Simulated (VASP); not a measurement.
# In3Ga6BP10: single point with PBE

Crystal: In3Ga6BP10.

```xyz
20
Lattice="2.7831 2.7852 5.4883 -2.7842 -2.7832 5.4878 8.3672 -5.5844 2.7422" Properties=species:S:1:pos:R:3 pbc="T T T"
B     2.8335   -5.6120    8.1476
P     4.0267   -4.3170    9.3683
P     6.8832   -4.1016    6.7776
P     6.7789   -3.9764   12.4274
P    -1.5165   -1.3675    6.9735
P     1.3644   -1.3566    9.8502
P     4.2448   -1.4772    6.7960
P     1.7124   -4.4869    6.8867
P     4.3530   -4.0509    3.8625
P     9.6816   -4.0090    9.6775
P     1.5227   -1.5519    4.2806
Ga    5.4559   -5.4401    5.4611
Ga    5.4562   -5.4616   10.9533
Ga    5.4530   -8.2215    8.2755
Ga    2.9756   -2.9575    5.4667
Ga    2.8685   -2.8908   10.9518
Ga    5.5786   -2.7872    8.1955
In    0.1351   -2.9027    8.2371
In   -0.0301    0.0230    5.4855
In    2.7728   -0.0173    8.2423
```

- Program: VASP 6.6.1
- Task: single point
- Functional: PBE
- Potentials or basis: VASP PAW PBE potentials, release 64 (B, P, Ga_d, In_d)
- Cutoff: 520 eV
- k mesh: 2 × 2 × 2, shifted
- Occupations: gaussian, width 0.1 eV
- Spin: no spin polarisation
- Dipole correction: no
- Further INCAR settings: LREAL = Auto; ALGO = Normal; EDIFF = 1e-06; NBANDS = 101; ISYM = 0

```yaml
Pressure: 0.0 GPa
Largest_force: 0.016 eV/Å
Band_gap_on_the_k_mesh: 1.62 eV
```

Forces on the atoms (eV/Å):
```
B   -0.001  0.000 -0.002
P   -0.007 -0.004  0.001
P   -0.003 -0.001  0.005
P   -0.006  0.003  0.007
P    0.001  0.001 -0.003
P    0.000  0.000 -0.005
P   -0.001 -0.003  0.002
P    0.004 -0.003  0.005
P    0.002  0.006  0.000
P    0.000 -0.003 -0.004
P    0.001  0.002  0.000
Ga   0.004  0.002  0.002
Ga  -0.005 -0.005  0.001
Ga   0.003 -0.003  0.006
Ga  -0.003  0.003 -0.002
Ga  -0.005 -0.002  0.000
Ga  -0.003 -0.001 -0.009
In   0.003 -0.005 -0.002
In   0.015  0.004  0.003
In   0.001  0.008 -0.007
```

Levels at points of the mesh, in eV from the valence-band top:
```tsv
k point	band 83	band 84	band 85	band 86	band 87	band 88
(0.25, 0.25, 0.25)	-0.47	-0.25	-0.03	1.71	2.09	2.43
```

Run time: 5.2 min on 1 thread of Intel(R) Xeon(R) Platinum 8488C (Sapphire Rapids) (shared host), peak memory 0.51 GiB.

Caveat: spin-orbit coupling is left out, which moves the levels of the heavy elements; a shifted mesh leaves out Γ, where band edges can lie. A k mesh can miss the band edges.
